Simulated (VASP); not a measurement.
The system is SnSe2.

```
CELL_PARAMETERS angstrom
3.81100 0.00000 0.00000
-1.90550 3.30042 0.00000
0.00000 0.00000 6.13700
ATOMIC_POSITIONS crystal
Sn 0.00000 0.00000 0.00000
Se 0.33333 0.66667 0.25000
Se 0.66667 0.33333 0.75000
```

```yaml
Program: VASP 6.6.1
Task: relaxation of cell and atoms
Functional: PBEsol
Potentials_or_basis: VASP PAW PBE potentials, release 64 (Sn_d, Se)
Cutoff: 600 eV
k_mesh: 9 × 9 × 6
Occupations: gaussian, width 0.02 eV
Spin: no spin polarisation
```

At the start: pressure 2.4 GPa; volume 25.73 Å³/atom.

**Question.** How do energy, volume and symmetry change on relaxing?

**Answer.** Over 19 steps the energy falls by 10.4 meV/atom and the volume is 26.00 Å³/atom (+1.0 %); space group P-3m1 (No. 164, to 0.05 Å).

Step by step:
```tsv
step	energy change (eV)	largest force (eV/Å)	pressure (GPa)	volume (Å³)
1	0.0000	0.5569	2.39	77.19
2	-0.0106	0.2522	-2.17	81.55
3	-0.0274	0.0856	-0.32	79.58
4	-0.0297	0.0439	-0.17	79.20
5	-0.0302	0.0169	-0.07	78.96
6	-0.0302	0.0153	-0.06	78.95
7	-0.0302	0.0137	-0.05	78.93
8	-0.0303	0.0244	0.02	78.82
9	-0.0303	0.0305	0.08	78.75
10	-0.0304	0.0431	0.15	78.61
11	-0.0304	0.0430	0.13	78.60
12	-0.0305	0.0425	0.14	78.56
13	-0.0306	0.0416	0.13	78.48
14	-0.0308	0.0400	0.10	78.32
15	-0.0310	0.0374	0.08	78.00
16	-0.0312	0.0109	-0.05	78.08
17	-0.0312	0.0062	-0.08	78.09
18	-0.0312	0.0031	-0.03	78.03
19	-0.0312	0.0013	-0.01	77.99
```

Final structure:
```
Sn Se
1.0
     3.81945    0.00000    0.00000
    -1.90972    3.30774    0.00000
     0.00000    0.00000    6.17288
Sn Se
1 2
Direct
  0.00000 0.00000 0.00000
  0.33333 0.66667 0.25725
  0.66667 0.33333 0.74275
```

Caveat: the PAW data sets were made with another functional, which shifts forces and pressure a little; this functional lacks dispersion, which binds the layers, so the pressure and a relaxed spacing across them are unreliable.
